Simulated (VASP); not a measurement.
The system is SbBr.

```xyz
4
Lattice="4.7176 0.0000 0.0000 0.0000 4.7176 0.0000 0.0000 0.0000 5.0293" Properties=species:S:1:pos:R:3 pbc="T T T"
Sb    0.0000    2.3588    2.1480
Sb    2.3588    0.0000    2.8813
Br    0.0000    0.0000    0.0000
Br    2.3588    2.3588    0.0000
```

| Quantity | Value |
| --- | --- |
| Program | VASP 6.6.1 |
| Task | relaxation of cell and atoms |
| Functional | PBE |
| Potentials or basis | VASP PAW PBE potentials, release 64 (Sb, Br) |
| Cutoff | 600 eV |
| k mesh | 10 × 10 × 10 |
| Occupations | gaussian, width 0.1 eV |
| Spin | no spin polarisation |

At the start: pressure -0.5 GPa; volume 27.98 Å³/atom.

Q: Where does the relaxation end?

A: Over 12 steps the energy falls by 2.3 meV/atom and the volume is 27.38 Å³/atom (-2.2 %); space group P4/nmm (No. 129, to 0.1 Å) before and after.

The path:
| step | energy change (eV) | largest force (eV/Å) | pressure (GPa) | volume (Å³) |
| --- | --- | --- | --- | --- |
| 1 | 0.0000 | 0.0830 | -0.53 | 111.93 |
| 2 | -0.0033 | 0.0962 | 0.01 | 110.44 |
| 3 | -0.0033 | 0.0980 | 0.08 | 110.24 |
| 4 | -0.0043 | 0.0848 | 0.07 | 110.21 |
| 5 | -0.0064 | 0.0472 | 0.02 | 110.12 |
| 6 | -0.0066 | 0.0182 | -0.04 | 109.93 |
| 7 | -0.0071 | 0.0075 | -0.02 | 110.01 |
| 8 | -0.0082 | 0.0059 | -0.03 | 109.90 |
| 9 | -0.0092 | 0.0022 | -0.06 | 109.67 |
| 10 | -0.0092 | 0.0023 | -0.06 | 109.68 |
| 11 | -0.0092 | 0.0036 | 0.05 | 109.37 |
| 12 | -0.0092 | 0.0025 | 0.00 | 109.52 |

Final structure:
```yaml
crystal:
  lattice:
    - [4.69983, 0.00000, 0.00000]
    - [0.00000, 4.69983, 0.00000]
    - [0.00000, 0.00000, 4.95813]
  atoms:
    - { symbol: Sb, position: [0.00000, 0.50000, 0.44103] }
    - { symbol: Sb, position: [0.50000, 0.00000, 0.55897] }
    - { symbol: Br, position: [0.00000, 0.00000, 0.00000] }
    - { symbol: Br, position: [0.50000, 0.50000, 0.00000] }
```
